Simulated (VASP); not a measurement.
# Cu2H3 (P4mm) in VASP: a series of runs, part 2 of 2

VASP 6.6.1. Earlier steps stand in the parts before.

**3. Single point, PBE**

This run uses another cell than the first one, of 8.88 Å³/atom.

Input file INCAR:

```
SYSTEM = Cu2H3
  PREC = Accurate
  ENCUT = 520
  EDIFF = 1E-6
  ISMEAR = 0
  SIGMA = 0.1
  LREAL = .FALSE.
  LASPH = .TRUE.
  NELM = 60
  ALGO = Normal
  ISIF = 2
  LWAVE = .FALSE.
  LCHARG = .FALSE.
  GGA = PE
  NBANDS = 20
```

Input file KPOINTS:

```
Automatic mesh
0
G
  6 6 4
  0 0 0
```

Input file POSCAR:

```
Cu2H3
1.0
    3.1121763100      0.0000000000      0.0000000000
    0.0000000000      3.1121763100      0.0000000000
    0.0000000000      0.0000000000      4.5838586200
Cu H
2 3
Direct
    0.0000000000      0.0000000000      0.7211286400
    0.5000000000      0.5000000000      0.2898103300
    0.5000000000      0.0000000000      0.9934612500
    0.0000000000      0.5000000000      0.9934612500
    0.0000000000      0.0000000000      0.2721384500
```

Potentials or basis: VASP PAW PBE potentials, release 64 (Cu, H).

Command:

```bash
$ cat potpaw_PBE.64/Cu/POTCAR potpaw_PBE.64/H/POTCAR > POTCAR
$ mpirun -np 1 vasp_std > vasp.out
```

OUTCAR:

```text
SYSTEM = Cu2H3
   PREC = Accurate
   ENCUT = 520
   EDIFF = 1E-6
   ISMEAR = 0
   LREAL = .FALSE.
   LASPH = .TRUE.
   NELM = 60
   ISIF = 2
   GGA = PE

 ion  position               nearest neighbor table
   1  0.000  0.000  0.721-
   2  0.500  0.500  0.290-
   3  0.500  0.000  0.993-
   4  0.000  0.500  0.993-
   5  0.000  0.000  0.272-

  LATTYP: Found a simple tetragonal cell.
 ALAT       =     3.1121763100
 C/A-ratio  =     1.4728788357

  Lattice vectors:

 A1 = (   3.1121763100,   0.0000000000,   0.0000000000)
 A2 = (   0.0000000000,   3.1121763100,   0.0000000000)
 A3 = (   0.0000000000,   0.0000000000,   4.5838586200)

Analysis of symmetry for initial positions (statically):
=====================================================================
 Subroutine PRICEL returns:
 Original cell was already a primitive cell.

 Routine SETGRP: Setting up the symmetry group for a
 simple tetragonal supercell.

 Subroutine GETGRP returns: Found  8 space group operations
 (whereof  8 operations were pure point group operations)
 out of a pool of 16 trial point group operations.

The static configuration has the point symmetry C_4v.

Analysis of symmetry for dynamics (positions and initial velocities):
=====================================================================
 Subroutine PRICEL returns:
 Original cell was already a primitive cell.

 Routine SETGRP: Setting up the symmetry group for a
 simple tetragonal supercell.

 Subroutine GETGRP returns: Found  8 space group operations
 (whereof  8 operations were pure point group operations)
 out of a pool of 16 trial point group operations.

The dynamic configuration has the point symmetry C_4v.

 Subroutine INISYM returns: Found  8 space group operations
 (whereof  8 operations are pure point group operations),
 and found     1 'primitive' translations

----------------------------------------------------------------------------------------

                                     Primitive cell

  volume of cell :      44.3976

  direct lattice vectors                    reciprocal lattice vectors
     3.112176310  0.000000000  0.000000000     0.321318557  0.000000000  0.000000000
     0.000000000  3.112176310  0.000000000     0.000000000  0.321318557  0.000000000
     0.000000000  0.000000000  4.583858620     0.000000000  0.000000000  0.218156816

  length of vectors
     3.112176310  3.112176310  4.583858620     0.321318557  0.321318557  0.218156816

  position of ions in fractional coordinates (direct lattice)
     0.000000000  0.000000000  0.721128640
     0.500000000  0.500000000  0.289810330
     0.500000000  0.000000000  0.993461250
     0.000000000  0.500000000  0.993461250
     0.000000000  0.000000000  0.272138450

  ion indices of the primitive-cell ions
   primitive index   ion index
                 1           1
                 2           2
                 3           3
                 4           4
                 5           5

----------------------------------------------------------------------------------------

 KPOINTS: Automatic mesh

Automatic generation of k-mesh.
 Grid dimensions read from file:
 generate k-points for:    6    6    4

 Generating k-lattice:

  Cartesian coordinates                     Fractional coordinates (reciprocal lattice)
     0.053553093  0.000000000  0.000000000     0.166666667  0.000000000  0.000000000
     0.000000000  0.053553093  0.000000000     0.000000000  0.166666667  0.000000000
     0.000000000  0.000000000  0.054539204     0.000000000  0.000000000  0.250000000

  Length of vectors
     0.053553093  0.053553093  0.054539204

  Shift w.r.t. Gamma in fractional coordinates (k-lattice)
     0.000000000  0.000000000  0.000000000

 Subroutine IBZKPT returns following result:
 ===========================================

 Found     30 irreducible k-points:

 Following reciprocal coordinates:
            Coordinates               Weight
  0.000000  0.000000  0.000000      1.000000
  0.166667  0.000000  0.000000      4.000000
  0.333333  0.000000  0.000000      4.000000
  0.500000  0.000000  0.000000      2.000000
  0.166667  0.166667  0.000000      4.000000
  0.333333  0.166667  0.000000      8.000000
[... 16 lines left out ...]
  0.333333  0.000000  0.500000      4.000000
  0.500000  0.000000  0.500000      2.000000
 [... further k-points ...]
   k-points           NKPTS =     30   k-points in BZ     NKDIM =     30   number of bands    NBANDS=     20
   number of dos      NEDOS =    301   number of ions     NIONS =      5
   total plane-waves  NPLWV =  20736
   dimension x,y,z NGX =    24 NGY =   24 NGZ =   36
   dimension x,y,z NGXF=    48 NGYF=   48 NGZF=   72
   ions per type =               2   3
   NGX,Y,Z   is equivalent  to a cutoff of  12.82, 12.82, 13.06 a.u.
   NGXF,Y,Z  is equivalent  to a cutoff of  25.64, 25.64, 26.11 a.u.
 SYSTEM =  Cu2H3
   PREC   = accura    normal or accurate (medium, high low for compatibility)
   ISTART =      0    job   : 0-new  1-cont  2-samecut
   ICHARG =      2    charge: 1-file 2-atom 10-const
   ISPIN  =      1    spin polarized calculation?
   LNONCOLLINEAR =      F non collinear calculations
   LSORBIT =      F    spin-orbit coupling
   LASPH  =      T    aspherical Exc in radial PAW
   ENCUT  =  520.0 eV  38.22 Ry    6.18 a.u.   5.79  5.79  8.52*2*pi/ulx,y,z
   NELM   =     60;   NELMIN=  2; NELMDL= -5     # of ELM steps
   EDIFF  = 0.1E-05   stopping-criterion for ELM
   LREAL  =      F    real-space projection
   EDIFFG = 0.1E-04   stopping-criterion for IOM
   NSW    =      0    number of steps for IOM
   IBRION =     -1    ionic relax: 0-MD 1-quasi-New 2-CG
   NFREE  =      0    steps in history (QN), initial steepest desc. (CG)
   ISIF   =      2    stress and relaxation
   ISYM   =      2    0-nonsym 1-usesym 2-fastsym
   POTIM  = 0.5000    time-step for ionic-motion
   TEBEG  =    0.0;   TEEND  =   0.0 temperature during run
   PSTRESS=    0.0 pullay stress
   NELECT =      25.0000    total number of electrons
   NUPDOWN=      -1.0000    fix difference up-down
   EMIN   =  10.00;   EMAX   =-10.00  energy-range for DOS
   EFERMI =   0.00;   METHOD = LEGACY
   ISMEAR =     0;   SIGMA  =   0.10  broadening in eV -4-tet -1-fermi 0-gaus
   EFERMI_NEDOS =   21; number of points for ismear=-14 and -15
   IALGO  =     38    algorithm
   IMIX   =      4    mixing-type and parameters
     AMIX     =   0.40;   BMIX     =  1.00
     AMIX_MAG =   1.60;   BMIX_MAG =  1.00
  volume/ion in A,a.u.               =       8.88        59.92
  Fermi-wavevector in a.u.,A,eV,Ry     =   1.351870  2.554664 24.865366  1.827553
  Thomas-Fermi vector in A             =   2.479256
   LORBIT       =      0    0 simple, 1 ext, 2 COOP (PROOUT), +10 PAW based schemes
   GGA     = PE    functional components
   LHFCALC =     F    Hartree Fock is set to
   AEXX    =    0.0000 exact exchange contribution
   IVDW    =     0    specifies the selected vdW correction
   LEPSILON=     F    determine dielectric tensor
   LRPA    =     F    only Hartree local field effects (RPA)
 non-spin polarized calculation
 Gauss-broadening in eV      SIGMA  =   0.10
  energy-cutoff  :      520.00
  volume of cell :       44.40
 maximum number of plane-waves:      1216
 NGX is ok and might be reduce to    24
   NGX = 11   NGY = 11   NGZ = 17

 number of electron      24.9999969 magnetization

 Free energy of the ion-electron system (eV)
  ---------------------------------------------------
  ext. energy  EPLUGINS =         0.00000000
  ---------------------------------------------------
  free energy    TOTEN  =       -14.38210676 eV

  energy without entropy =      -14.37339842  energy(sigma->0) =      -14.37775259

 E-fermi :   3.5156     XC(G=0): -10.6383

 val. band max:        3.4394890460   @ k =   0.5000   0.5000   0.5000
 cond. band min:       3.5183630107   @ k =   0.5000   0.5000   0.2500
 fundamental gap:      0.0788739647
 Fermi energy:         3.5156225875

 k-point     1 :       0.0000    0.0000    0.0000
  band No.  band energies     occupation
      1      -6.3944      2.00000
      2      -0.9906      2.00000
      3      -0.2510      2.00000
      4       0.7370      2.00000
      5       0.7938      2.00000
      6       0.8148      2.00000
[... 541 lines left out ...]
     19      16.0635      0.00000
     20      16.2027      0.00000

 [... further k-points ...]

------------------------ aborting loop because EDIFF is reached ----------------------------------------

  FORCE on cell =-STRESS in cart. coord.  units (eV):
  Direction    XX          YY          ZZ          XY          YZ          ZX
  --------------------------------------------------------------------------------------
  -------------------------------------------------------------------------------------
  Total       -4.3266471     -4.3266471     -5.5413460      0.0000000      0.0000000     -0.0000000
  in kB     -156.1357872   -156.1357872   -199.9706472      0.0000000      0.0000000     -0.0000000
  external PRESSURE =    -170.7474072 kB  Pullay stress =       0.0000000 kB

 VOLUME and BASIS-vectors are now :
 -----------------------------------------------------------------------------
  energy-cutoff  :      520.00
  volume of cell :       44.40
      direct lattice vectors                 reciprocal lattice vectors
     3.112176310  0.000000000  0.000000000     0.321318557  0.000000000  0.000000000
     0.000000000  3.112176310  0.000000000     0.000000000  0.321318557  0.000000000
     0.000000000  0.000000000  4.583858620     0.000000000  0.000000000  0.218156816

 POSITION                                       TOTAL-FORCE (eV/Angst)
 -----------------------------------------------------------------------------------
      0.00000      0.00000      3.30555         0.000000     -0.000000      0.204824
      1.55609      1.55609      1.32845         0.000000      0.000000     -0.582260
      1.55609      0.00000      4.55389         0.000000      0.000000     -0.574445
      0.00000      1.55609      4.55389         0.000000      0.000000     -0.574445
      0.00000      0.00000      1.24744         0.000000     -0.000000      1.526326
 -----------------------------------------------------------------------------------
    total drift:                                0.000000      0.000000     -0.002520

  FREE ENERGIE OF THE ION-ELECTRON SYSTEM (eV)
  ---------------------------------------------------
  free  energy   TOTEN  =       -14.3821067582 eV

  energy  without entropy=      -14.3733984155  energy(sigma->0) =      -14.37775259
```

stdout:

```text
POSCAR found type information on POSCAR CuH
 POSCAR found :  2 types and       5 ions
 scaLAPACK will be used
 LDA part: xc-table for (Slater+PW92), standard interpolation
 POSCAR, INCAR and KPOINTS ok, starting setup
 FFT: planning ... GRIDC
 FFT: planning ... GRID_SOFT
 FFT: planning ... GRID
 WAVECAR not read
 entering main loop
```

It took 26 s on 1 thread of Intel Xeon Platinum 8259CL at 2.50GHz (Skylake/Cascade Lake), shared host; peak memory 0.16 GiB.

Results:

```yaml
Free_energy: -14.3821 eV
Pressure: -17.1 GPa
Largest_force: 1.526 eV/Å
Band_gap_on_the_k_mesh: zero (an odd number of electrons rules out a gap without spin polarisation)
```

Forces on the atoms (eV/Å):
```
Cu   0.000  0.000  0.205
Cu   0.000  0.000 -0.582
H    0.000  0.000 -0.574
H    0.000  0.000 -0.574
H    0.000  0.000  1.526
```

Caveat: the cell stands under tension; an odd number of electrons without spin polarisation forces a metal; a magnetic or distorted state may lie lower.

**4. Relaxation of cell and atoms, PBE**

This run uses another cell than the first one, of 8.88 Å³/atom.

Input file INCAR:

```
  ALGO = Normal
  EDIFF = 1E-6
  EDIFFG = -0.04
  ENCUT = 600
  GGA = PE
  IBRION = 2
  ISIF = 3
  ISMEAR = 0
  LASPH = T
  LCHARG = F
  LREAL = F
  LWAVE = F
  NELM = 80
  NSW = 90
  PREC = Accurate
  SIGMA = 0.1
```

Input file KPOINTS:

```
k-points
0
Gamma
  6 6 4
```

POSCAR is that of step 3.

Command:

```bash
$ cat potpaw_PBE.64/Cu/POTCAR potpaw_PBE.64/H/POTCAR > POTCAR
$ mpirun -np 1 vasp_std > vasp.out
```

It took 9.8 min on 1 thread of Intel Xeon Platinum 8259CL at 2.50GHz (Skylake/Cascade Lake), shared host; peak memory 0.19 GiB.

Results (log left out):

```
Free energy                           : -15.5981 eV
Relaxed volume                        : 7.32 Å³/atom
Relaxed cell                          : a = 2.831 Å, b = 2.831 Å, c = 4.563 Å, α = 90.00°, β = 90.00°, γ = 90.00°
Space group after relaxing (to 0.1 Å) : P4mm (No. 99)
Energy gained by relaxing             : 243.1 meV/atom
Ionic steps                           : 26
Pressure after relaxing               : -0.1 GPa
Largest force after relaxing          : 0.025 eV/Å
Band gap on the k mesh                : zero (an odd number of electrons rules out a gap without spin polarisation)
```

Forces on the atoms (eV/Å):
```
Cu   0.000  0.000  0.017
Cu   0.000  0.000 -0.002
H    0.000  0.000  0.005
H    0.000  0.000  0.005
H    0.000  0.000 -0.025
```

Step by step:
```csv
step,energy change (eV),largest force (eV/Å),pressure (GPa),volume (Å³)
1,0.0000,1.5258,-17.04,44.40
2,-0.6721,1.5894,-9.82,38.60
3,-0.9160,1.4240,3.08,34.02
4,-0.9162,1.3938,4.68,33.63
5,-1.0588,0.6682,5.47,33.66
6,-1.0916,0.6971,6.60,33.67
7,-1.1778,0.3249,0.33,35.54
8,-1.1864,0.1995,-1.83,36.40
9,-1.1952,0.0757,-0.56,36.03
10,-1.1957,0.0951,0.18,35.91
11,-1.1957,0.0824,-0.06,35.93
12,-1.1968,0.0685,0.30,35.87
13,-1.1969,0.0662,0.39,35.84
14,-1.1978,0.0611,-0.10,35.95
15,-1.1986,0.0687,-0.44,36.11
16,-1.1988,0.0976,-1.47,36.44
17,-1.1990,0.0984,-1.60,36.45
18,-1.1998,0.1000,-1.50,36.46
19,-1.2016,0.1038,-1.56,36.50
20,-1.2054,0.1116,-1.67,36.56
21,-1.2107,0.0975,-1.45,36.69
22,-1.2132,0.1158,0.55,36.91
23,-1.2135,0.0822,-0.45,36.83
24,-1.2146,0.0722,-0.13,36.71
25,-1.2153,0.0716,0.30,36.52
26,-1.2157,0.0247,-0.12,36.58
```

Final structure:
```
Cu H
1.0
     2.83139    0.00000    0.00000
     0.00000    2.83139    0.00000
     0.00000    0.00000    4.56272
Cu H
2 3
Direct
  0.00000 0.00000 0.72899
  0.50000 0.50000 0.33531
  0.50000 0.00000 0.92273
  0.00000 0.50000 0.92273
  0.00000 0.00000 0.36025
```

Levels at points of the mesh, in eV from the Fermi level:
| k point | band 9 | band 10 | band 11 | band 12 | band 13 | band 14 | band 15 | band 16 |
| --- | --- | --- | --- | --- | --- | --- | --- | --- |
| (0.00, 0.00, 0.00) | -2.44 | -2.40 | -2.40 | -2.40 | 0.01 | 4.37 | 8.92 | 8.92 |
| (0.50, 0.00, 0.00) | -2.78 | -2.54 | -2.41 | -1.86 | -1.24 | 3.23 | 3.83 | 5.39 |
| (0.50, 0.50, 0.00) | -2.35 | -2.21 | -2.21 | -2.14 | 0.81 | 3.78 | 5.05 | 5.07 |
| (0.00, 0.00, 0.50) | -2.79 | -2.52 | -2.52 | -2.45 | 4.37 | 5.01 | 6.87 | 10.65 |
| (0.50, 0.00, 0.50) | -2.82 | -2.69 | -2.36 | -2.36 | -1.58 | 0.14 | 8.12 | 9.79 |
| (0.50, 0.50, 0.50) | -2.49 | -2.14 | -0.54 | -0.54 | 0.76 | 2.34 | 2.34 | 3.52 |

Caveat: the volume moved by over 15 % at a fixed basis, so the end points are rough; an odd number of electrons without spin polarisation forces a metal; a magnetic or distorted state may lie lower.

**5. The runs side by side**

| task | cell | cutoff (eV) | gap on the mesh (eV) | pressure (GPa) | largest force (eV/Å) |
| --- | --- | --- | --- | --- | --- |
| single point | a = 2.843, b = 2.843, c = 4.475 Å, 5 atoms, atomic positions A | 520 | none | 0.1 | 0.02 |
| single point | a = 3.112, b = 3.112, c = 4.584 Å, 5 atoms, atomic positions B | 520 | none | -17.1 | 1.53 |
| relaxation of cell and atoms | relaxed from a = 3.112, b = 3.112, c = 4.584 Å, 5 atoms, atomic positions B | 600 | none | -0.1 | 0.02 |

Alike in all rows: level PBE; potentials or basis VASP PAW PBE potentials, release 64 (Cu, H); no spin polarisation; k mesh 6 × 6 × 4; smearing gaussian 0.1 eV.

Caveats: some runs use coarse meshes; an odd number of electrons without spin polarisation forces a metal; a magnetic or distorted state may lie lower; the cell stands under tension (at least some runs); the volume moved by over 15 % at a fixed basis, so the end points are rough (at least some runs).

Total energies depend on the potentials used, so only differences within one code and one set of settings carry meaning.

The gap in the log of VASP goes by the Fermi energy; the results here count the filled bands.